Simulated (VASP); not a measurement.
# Br (P6_3/mmc) in VASP: notebook

The runs below take Br through relaxation of cell and atoms, single point, with PBEsol.

All numbers are computed with VASP 6.6.1; they aren't measurements. Logs are shortened: lines on timing, memory, paths and dates and some standing lists are left out, and cuts for length are marked.

## Step 1: The cell of the first run

The structure is hexagonal, space group P6_3/mmc (No. 194). The conventional cell has a = 3.648 Å, b = 3.648 Å, c = 11.765 Å, α = 90.00°, β = 90.00°, γ = 120.00°. Br (site symmetry -3m) has 12 Br at 3.62 to 3.65 Å within 4.8 Å. Br (site symmetry -6m2) has 12 Br at 3.62 to 3.65 Å within 4.8 Å.

## Step 2: Relaxation of cell and atoms, PBEsol

The input, INCAR:

```
SYSTEM = Br
PREC = Accurate
ENCUT = 600
EDIFF = 1E-7
ISMEAR = 0
SIGMA = 0.1
LREAL = .FALSE.
LASPH = .TRUE.
NELM = 60
ALGO = Normal
ISIF = 3
LWAVE = .FALSE.
LCHARG = .FALSE.
GGA = PS
IBRION = 2
NSW = 90
EDIFFG = -0.04
```

The input, KPOINTS:

```
Automatic mesh
0
G
  6 6 2
  0 0 0
```

The input, POSCAR:

```
Br
1.0
    3.6477160410      0.0000000000      0.0000000000
   -1.8238580205      3.1590147573      0.0000000000
    0.0000000000      0.0000000000     11.7646041924
Br
4
Direct
    0.0000000000      0.0000000000      0.0000000000
    0.0000000000      0.0000000000      0.5000000000
    0.3333333333      0.6666666667      0.7500000000
    0.6666666667      0.3333333333      0.2500000000
```

Potentials or basis: VASP PAW PBE potentials, release 64 (Br).

Command:

```console
> cat potpaw_PBE.64/Br/POTCAR > POTCAR
> mpirun -np 1 vasp_std > vasp.out
```

OUTCAR:

```text
SYSTEM = Br
   PREC = Accurate
   ENCUT = 600
   EDIFF = 1E-7
   ISMEAR = 0
   LREAL = .FALSE.
   LASPH = .TRUE.
   NELM = 60
   ISIF = 3
   GGA = PS
   IBRION = 2
   NSW = 90
   EDIFFG = -0.04

 ion  position               nearest neighbor table
   1  0.000  0.000  0.000-
   2  0.000  0.000  0.500-
   3  0.333  0.667  0.750-
   4  0.667  0.333  0.250-

  LATTYP: Found a hexagonal cell.
 ALAT       =     3.6477160410
 C/A-ratio  =     3.2251973729

  Lattice vectors:

 A1 = (   3.6477160410,   0.0000000000,   0.0000000000)
 A2 = (  -1.8238580205,   3.1590147573,   0.0000000000)
 A3 = (   0.0000000000,   0.0000000000,  11.7646041924)

Analysis of symmetry for initial positions (statically):
=====================================================================
 Subroutine PRICEL returns:
 Original cell was already a primitive cell.

 Routine SETGRP: Setting up the symmetry group for a
 hexagonal supercell.

 Subroutine GETGRP returns: Found 24 space group operations
 (whereof 12 operations were pure point group operations)
 out of a pool of 24 trial point group operations.

The static configuration has the point symmetry D_3d.
 The point group associated with its full space group is D_6h.

Analysis of symmetry for dynamics (positions and initial velocities):
=====================================================================
 Subroutine PRICEL returns:
 Original cell was already a primitive cell.

 Routine SETGRP: Setting up the symmetry group for a
 hexagonal supercell.

 Subroutine GETGRP returns: Found 24 space group operations
 (whereof 12 operations were pure point group operations)
 out of a pool of 24 trial point group operations.

The dynamic configuration has the point symmetry D_3d.
 The point group associated with its full space group is D_6h.

 Subroutine INISYM returns: Found 24 space group operations
 (whereof 12 operations are pure point group operations),
 and found     1 'primitive' translations

----------------------------------------------------------------------------------------

                                     Primitive cell

  volume of cell :     135.5658

  direct lattice vectors                    reciprocal lattice vectors
     3.647716041  0.000000000  0.000000000     0.274144146  0.158277197  0.000000000
    -1.823858020  3.159014757  0.000000000     0.000000000  0.316554393  0.000000000
     0.000000000  0.000000000 11.764604192     0.000000000  0.000000000  0.085000735

  length of vectors
     3.647716041  3.647716041 11.764604192     0.316554393  0.316554393  0.085000735

  position of ions in fractional coordinates (direct lattice)
     0.000000000  0.000000000  0.000000000
     0.000000000  0.000000000  0.500000000
     0.333333333  0.666666667  0.750000000
     0.666666667  0.333333333  0.250000000

  ion indices of the primitive-cell ions
   primitive index   ion index
                 1           1
                 2           2
                 3           3
                 4           4

----------------------------------------------------------------------------------------

 KPOINTS: Automatic mesh

Automatic generation of k-mesh.
 Grid dimensions read from file:
 generate k-points for:    6    6    2

 Generating k-lattice:

  Cartesian coordinates                     Fractional coordinates (reciprocal lattice)
     0.045690691  0.026379533  0.000000000     0.166666667  0.000000000  0.000000000
     0.000000000  0.052759066  0.000000000     0.000000000  0.166666667  0.000000000
     0.000000000  0.000000000  0.042500367     0.000000000  0.000000000  0.500000000

  Length of vectors
     0.052759066  0.052759066  0.042500367

  Shift w.r.t. Gamma in fractional coordinates (k-lattice)
     0.000000000  0.000000000  0.000000000

 Subroutine IBZKPT returns following result:
 ===========================================

 Found     14 irreducible k-points:

 Following reciprocal coordinates:
            Coordinates               Weight
  0.000000  0.000000  0.000000      1.000000
  0.166667  0.000000  0.000000      6.000000
  0.333333  0.000000  0.000000      6.000000
  0.500000  0.000000  0.000000      3.000000
  0.166667  0.166667  0.000000      6.000000
  0.333333  0.166667  0.000000     12.000000
  0.333333  0.333333  0.000000      2.000000
  0.000000  0.000000  0.500000      1.000000
  0.166667  0.000000  0.500000      6.000000
  0.333333  0.000000  0.500000      6.000000
  0.500000  0.000000  0.500000      3.000000
  0.166667  0.166667  0.500000      6.000000
  0.333333  0.166667  0.500000     12.000000
  0.333333  0.333333  0.500000      2.000000
   k-points           NKPTS =     14   k-points in BZ     NKDIM =     14   number of bands    NBANDS=     18
   number of dos      NEDOS =    301   number of ions     NIONS =      4
   total plane-waves  NPLWV =  86400
   dimension x,y,z NGX =    30 NGY =   30 NGZ =   96
   dimension x,y,z NGXF=    60 NGYF=   60 NGZF=  192
   ions per type =               4
   NGX,Y,Z   is equivalent  to a cutoff of  13.67, 13.67, 13.57 a.u.
   NGXF,Y,Z  is equivalent  to a cutoff of  27.35, 27.35, 27.13 a.u.
 SYSTEM =  Br
   PREC   = accura    normal or accurate (medium, high low for compatibility)
   ISTART =      0    job   : 0-new  1-cont  2-samecut
   ICHARG =      2    charge: 1-file 2-atom 10-const
   ISPIN  =      1    spin polarized calculation?
   LNONCOLLINEAR =      F non collinear calculations
   LSORBIT =      F    spin-orbit coupling
   LASPH  =      T    aspherical Exc in radial PAW
   ENCUT  =  600.0 eV  44.10 Ry    6.64 a.u.   7.29  7.29 23.50*2*pi/ulx,y,z
   NELM   =     60;   NELMIN=  2; NELMDL= -5     # of ELM steps
   EDIFF  = 0.1E-06   stopping-criterion for ELM
   LREAL  =      F    real-space projection
   EDIFFG = -.4E-01   stopping-criterion for IOM
   NSW    =     90    number of steps for IOM
   IBRION =      2    ionic relax: 0-MD 1-quasi-New 2-CG
   NFREE  =      1    steps in history (QN), initial steepest desc. (CG)
   ISIF   =      3    stress and relaxation
   ISYM   =      2    0-nonsym 1-usesym 2-fastsym
   POTIM  = 0.5000    time-step for ionic-motion
   TEBEG  =    0.0;   TEEND  =   0.0 temperature during run
   PSTRESS=    0.0 pullay stress
   NELECT =      28.0000    total number of electrons
   NUPDOWN=      -1.0000    fix difference up-down
   EMIN   =  10.00;   EMAX   =-10.00  energy-range for DOS
   EFERMI =   0.00;   METHOD = LEGACY
   ISMEAR =     0;   SIGMA  =   0.10  broadening in eV -4-tet -1-fermi 0-gaus
   EFERMI_NEDOS =   21; number of points for ismear=-14 and -15
   IALGO  =     38    algorithm
   IMIX   =      4    mixing-type and parameters
     AMIX     =   0.40;   BMIX     =  1.00
     AMIX_MAG =   1.60;   BMIX_MAG =  1.00
  volume/ion in A,a.u.               =      33.89       228.71
  Fermi-wavevector in a.u.,A,eV,Ry     =   0.967708  1.828702 12.741286  0.936458
  Thomas-Fermi vector in A             =   2.097616
   LORBIT       =      0    0 simple, 1 ext, 2 COOP (PROOUT), +10 PAW based schemes
   GGA     = PS    functional components
   LHFCALC =     F    Hartree Fock is set to
   AEXX    =    0.0000 exact exchange contribution
   IVDW    =     0    specifies the selected vdW correction
   LEPSILON=     F    determine dielectric tensor
   LRPA    =     F    only Hartree local field effects (RPA)
 conjugate gradient relaxation of ions
 non-spin polarized calculation
 Gauss-broadening in eV      SIGMA  =   0.10
  energy-cutoff  :      600.00
  volume of cell :      135.57
 maximum number of plane-waves:      4589
 NGX is ok and might be reduce to    30
   NGX = 15   NGY = 15   NGZ = 47

--------------------------------------- Ionic step        1  -------------------------------------------

 number of electron      27.9999997 magnetization

 Free energy of the ion-electron system (eV)
  ---------------------------------------------------
  ext. energy  EPLUGINS =         0.00000000
  ---------------------------------------------------
  free energy    TOTEN  =        -4.12237498 eV

  energy without entropy =       -4.05447573  energy(sigma->0) =       -4.08842535

 E-fermi :  -0.8932     XC(G=0):  -8.3710

 val. band max:       -0.8950134770   @ k =   0.3333   0.1667   0.5000
 cond. band min:      -0.8910069004   @ k =   0.3333   0.0000   0.5000
 fundamental gap:      0.0040065766
 Fermi energy:        -0.8931843310

 k-point     1 :       0.0000    0.0000    0.0000
  band No.  band energies     occupation
      1     -14.9197      2.00000
      2     -14.5758      2.00000
      3     -14.5656      2.00000
      4     -14.1694      2.00000
      5      -3.9060      2.00000
      6      -2.3765      2.00000
[... 10 lines left out ...]
     17       5.8192      0.00000
     18       7.2336      0.00000
[... 378 lines left out ...]
  FREE ENERGIE OF THE ION-ELECTRON SYSTEM (eV)
  ---------------------------------------------------
  free  energy   TOTEN  =        -5.0858864674 eV

  energy  without entropy=       -5.0391426441  energy(sigma->0) =       -5.06251456

 E-fermi :   3.3865     XC(G=0): -10.0023

 val. band max:        3.3529547729   @ k =   0.1667   0.1667   0.0000
 cond. band min:       3.4113936197   @ k =   0.0000   0.0000   0.5000
 fundamental gap:      0.0584388468
 Fermi energy:         3.3864745643

 k-point     1 :       0.0000    0.0000    0.0000
  band No.  band energies     occupation
      1     -13.5303      2.00000
      2     -12.1362      2.00000
      3     -12.0520      2.00000
      4      -9.9035      2.00000
      5      -2.1504      2.00000
      6       1.0738      2.00000
[... 10 lines left out ...]
     17       8.8894      0.00000
     18      10.7008      0.00000
[... 256 lines left out ...]
      2     -11.4081      2.00000
      3     -11.3261      2.00000
      4     -11.3261      2.00000
      5      -2.1968      2.00000
      6      -2.1968      2.00000
[... 10 lines left out ...]
     17      11.8483      0.00000
     18      11.8483      0.00000

[... ionic steps 4 to 23 ...]

--------------------------------------- Ionic step       24  -------------------------------------------

 number of electron      28.0000002 magnetization

------------------------ aborting loop because EDIFF is reached ----------------------------------------

  FORCE on cell =-STRESS in cart. coord.  units (eV):
  Direction    XX          YY          ZZ          XY          YZ          ZX
  --------------------------------------------------------------------------------------
  -------------------------------------------------------------------------------------
  Total        1.2281962      1.2281962      1.4245468     -0.0000000      0.0000000     -0.0000000
  in kB       19.7298171     19.7298171     22.8840055     -0.0000000      0.0000000     -0.0000000
  external PRESSURE =      20.7812133 kB  Pullay stress =       0.0000000 kB
[... 61 lines left out ...]
  energy  without entropy=       -5.7154092200  energy(sigma->0) =       -5.72199379

--------------------------------------- Ionic step       26  -------------------------------------------

 number of electron      27.9999996 magnetization

 Free energy of the ion-electron system (eV)
  ---------------------------------------------------
  ext. energy  EPLUGINS =         0.00000000
  ---------------------------------------------------
  free energy    TOTEN  =        -5.73041710 eV

  energy without entropy =       -5.71803378  energy(sigma->0) =       -5.72422544

 E-fermi :   1.9561     XC(G=0):  -9.3811

 val. band max:        1.8544067499   @ k =   0.1667   0.1667   0.0000
 cond. band min:       1.9839880649   @ k =   0.3333   0.3333   0.5000
 fundamental gap:      0.1295813150
 Fermi energy:         1.9561269696

 k-point     1 :       0.0000    0.0000    0.0000
  band No.  band energies     occupation
      1     -14.1016      2.00000
      2     -12.8944      2.00000
      3     -12.8071      2.00000
      4     -11.1391      2.00000
      5      -2.4727      2.00000
      6      -0.3729      2.00000
[... 10 lines left out ...]
     17       7.8409      0.00000
     18       8.7149      0.00000
[... 302 lines left out ...]
  FREE ENERGIE OF THE ION-ELECTRON SYSTEM (eV)
  ---------------------------------------------------
  free  energy   TOTEN  =        -5.7304171006 eV

  energy  without entropy=       -5.7180337751  energy(sigma->0) =       -5.72422544

 reached required accuracy - stopping structural energy minimisation
```

Run time: 5.4 min. Hardware: 1 thread of AMD EPYC 9R45 (Zen 5), shared host; peak memory 0.27 GiB.

Results:

- Free energy: -5.7304 eV
- Relaxed volume: 26.42 Å³/atom
- Relaxed cell: a = 3.844 Å, b = 3.844 Å, c = 8.258 Å, α = 90.00°, β = 90.00°, γ = 120.00°
- Space group after relaxing (to 0.1 Å): P6_3/mmc (No. 194)
- Energy gained by relaxing: 402.0 meV/atom
- Ionic steps: 26
- Pressure after relaxing: 0.0 GPa
- Band gap on the k mesh: zero (bands 14 and 15 overlap by 0.81 eV)

Step by step:
```tsv
step	energy change (eV)	largest force (eV/Å)	pressure (GPa)	volume (Å³)
1	0.0000	0.0000	-5.28	135.57
2	-0.6548	0.0000	-4.44	114.81
3	-0.9635	0.0000	-1.09	98.84
4	-0.9718	0.0000	0.54	94.78
5	-0.9737	0.0000	-0.01	96.04
6	-0.9764	0.0000	0.02	96.01
7	-0.9856	0.0000	0.15	95.92
8	-1.0805	0.0000	0.31	95.64
9	-1.2875	0.0000	1.57	94.66
10	-1.2993	0.0000	8.17	90.95
11	-1.4233	0.0000	4.17	93.10
12	-1.4176	0.0000	5.26	92.49
13	-1.4213	0.0000	5.02	92.62
14	-1.4215	0.0000	5.03	92.62
15	-1.4221	0.0000	5.06	92.64
16	-1.4233	0.0000	5.11	92.67
17	-1.4250	0.0000	5.20	92.72
18	-1.4260	0.0000	5.41	92.83
19	-1.4283	0.0000	5.37	92.90
20	-1.4351	0.0000	5.25	93.11
21	-1.4482	0.0000	5.00	93.55
22	-1.4727	0.0000	4.53	94.42
23	-1.5149	0.0000	3.65	96.18
24	-1.5744	0.0000	2.08	99.74
25	-1.6062	0.0000	-0.37	107.02
26	-1.6080	0.0000	0.00	105.69
```

Final structure:
```
Br
1.0
     3.84418    0.00000    0.00000
    -1.92209    3.32915    0.00000
     0.00000    0.00000    8.25806
Br
4
Direct
  0.00000 0.00000 0.00000
  0.00000 0.00000 0.50000
  0.33333 0.66667 0.75000
  0.66667 0.33333 0.25000
```

Caveat: the volume moved by over 15 % at a fixed basis, so the end points are rough; the PAW data sets were made with another functional, which shifts forces and pressure a little.

## Step 3: Single point, PBEsol

This run uses another cell than the first one, of 26.64 Å³/atom.

The input, INCAR:

```
SYSTEM = Br
ALGO = Normal
EDIFF = 1E-7
ENCUT = 520
GGA = PS
ISIF = 2
ISMEAR = 0
LASPH = .True.
LCHARG = .False.
LREAL = .False.
LWAVE = .False.
NBANDS = 22
NELM = 100
PREC = Accurate
SIGMA = 0.1
```

The input, KPOINTS:

```
k-points
0
Gamma
  15 15 6
  0 0 0
```

The input, POSCAR:

```
Br
1.0
    3.8771881994      0.0000000000      0.0000000000
   -1.9385940997      3.3577434759      0.0000000000
    0.0000000000      0.0000000000      8.1842824277
Br
4
Direct
    0.0000000000      0.0000000000      0.0000000000
    0.0000000000      0.0000000000      0.5000000000
    0.3333333333      0.6666666667      0.7500000000
    0.6666666667      0.3333333333      0.2500000000
```

Potentials or basis: VASP PAW PBE potentials, release 64 (Br).

Command:

```console
> cat potpaw_PBE.64/Br/POTCAR > POTCAR
> mpirun -np 1 vasp_std > vasp.out
```

OUTCAR:

```text
SYSTEM = Br
   EDIFF = 1E-7
   ENCUT = 520
   GGA = PS
   ISIF = 2
   ISMEAR = 0
   LASPH = .True.
   LREAL = .False.
   NELM = 100
   PREC = Accurate

 ion  position               nearest neighbor table
   1  0.000  0.000  0.000-
   2  0.000  0.000  0.500-
   3  0.333  0.667  0.750-
   4  0.667  0.333  0.250-

  LATTYP: Found a hexagonal cell.
 ALAT       =     3.8771881994
[... 799 lines left out ...]

  FORCE on cell =-STRESS in cart. coord.  units (eV):
  Direction    XX          YY          ZZ          XY          YZ          ZX
  --------------------------------------------------------------------------------------
  -------------------------------------------------------------------------------------
  Total        0.0142620      0.0142620      0.0304985      0.0000000      0.0000000      0.0000000
  in kB        0.2144597      0.2144597      0.4586109      0.0000000      0.0000000      0.0000000
  external PRESSURE =       0.2958434 kB  Pullay stress =       0.0000000 kB

 VOLUME and BASIS-vectors are now :
 -----------------------------------------------------------------------------
  energy-cutoff  :      520.00
  volume of cell :      106.55
      direct lattice vectors                 reciprocal lattice vectors
     3.877188199  0.000000000  0.000000000     0.257918870  0.148909529  0.000000000
    -1.938594100  3.357743476  0.000000000     0.000000000  0.297819058  0.000000000
     0.000000000  0.000000000  8.184282428     0.000000000  0.000000000  0.122185422

 POSITION                                       TOTAL-FORCE (eV/Angst)
 -----------------------------------------------------------------------------------
      0.00000      0.00000      0.00000         0.000000      0.000000      0.000000
      0.00000      0.00000      4.09214        -0.000000      0.000000      0.000000
     -0.00000      2.23850      6.13821         0.000000      0.000000      0.000000
      1.93859      1.11925      2.04607        -0.000000     -0.000000     -0.000000
 -----------------------------------------------------------------------------------
    total drift:                                0.000000     -0.000000      0.000000

  FREE ENERGIE OF THE ION-ELECTRON SYSTEM (eV)
  ---------------------------------------------------
  free  energy   TOTEN  =        -5.7036267072 eV

  energy  without entropy=       -5.6811871421  energy(sigma->0) =       -5.69240692
```

It took 99 s on 1 thread of AMD EPYC 9R45 (Zen 5), shared host; peak memory 0.3 GiB.

What came out:

- Free energy: -5.7036 eV
- Pressure: 0.0 GPa
- Band gap on the k mesh: zero (bands 14 and 15 overlap by 0.88 eV)

Caveat: the PAW data sets were made with another functional, which shifts forces and pressure a little.

(Part 1 of 2 ends here.)
